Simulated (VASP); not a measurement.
Wanted: the native input for a VASP 6.6.1 run.

* Task: single point
* Functional: PBEsol
* Potentials or basis: VASP PAW PBE potentials, release 64 (Ca_sv, O)
* Cutoff: 520 eV
* k mesh: 8 × 8 × 8
* Occupations: gaussian, width 0.01 eV
* Spin: no spin polarisation
* Dipole correction: no
* Further INCAR settings: ALGO = Normal; EDIFF = 1e-06; NBANDS = 15

The structure of CaO lies in POSCAR:

```
CaO
1.0
    2.4074120231      2.4074120231      0.0000000000
   -2.4074120231      2.4074120231      0.0000000000
    0.0000000000      2.4074120231      2.3692748029
Ca O
1 1
Direct
    0.0000000000      0.0000000000      0.0000000000
    0.5000000000      0.5000000000      0.0000000000
```

This cell differs from its parent crystal: in-plane strain +0.01.

One way to write it, as run:

INCAR

```
ALGO     = Normal         # electronic algorithm
EDIFF    = 1E-6           # SCF threshold, eV
ENCUT    = 520            # plane-wave cutoff, eV
GGA      = PS             # functional
ISIF     = 2              # what is computed and relaxed
ISMEAR   = 0              # smearing method
LASPH    = T              # aspherical terms in the spheres
LCHARG   = F              # write CHGCAR
LREAL    = F              # projectors in reciprocal space
LWAVE    = F              # write WAVECAR
NBANDS   = 15             # bands
NELM     = 80             # most SCF steps
PREC     = Accurate       # precision mode
SIGMA    = 0.01           # smearing width, eV
```

KPOINTS

```
k-points
0
Gamma
  8 8 8
```

Potentials or basis: VASP PAW PBE potentials, release 64 (Ca_sv, O).

Run with:

```sh
$ cat potpaw_PBE.64/Ca_sv/POTCAR potpaw_PBE.64/O/POTCAR > POTCAR
$ mpirun -np 1 vasp_std > vasp.out
```

It gave:

| Item | Value |
| --- | --- |
| Pressure | -0.9 GPa |
| Band gap on the k mesh | 3.47 eV, indirect (least direct gap 3.89 eV) |

Caveat: the cell differs from its parent crystal (in-plane strain +0.01); the PAW data sets were made with another functional, which shifts forces and pressure a little.

Wall time 24 s on 1 thread of Intel Xeon 6975P-C, on a shared host, peak memory 0.17 GiB.
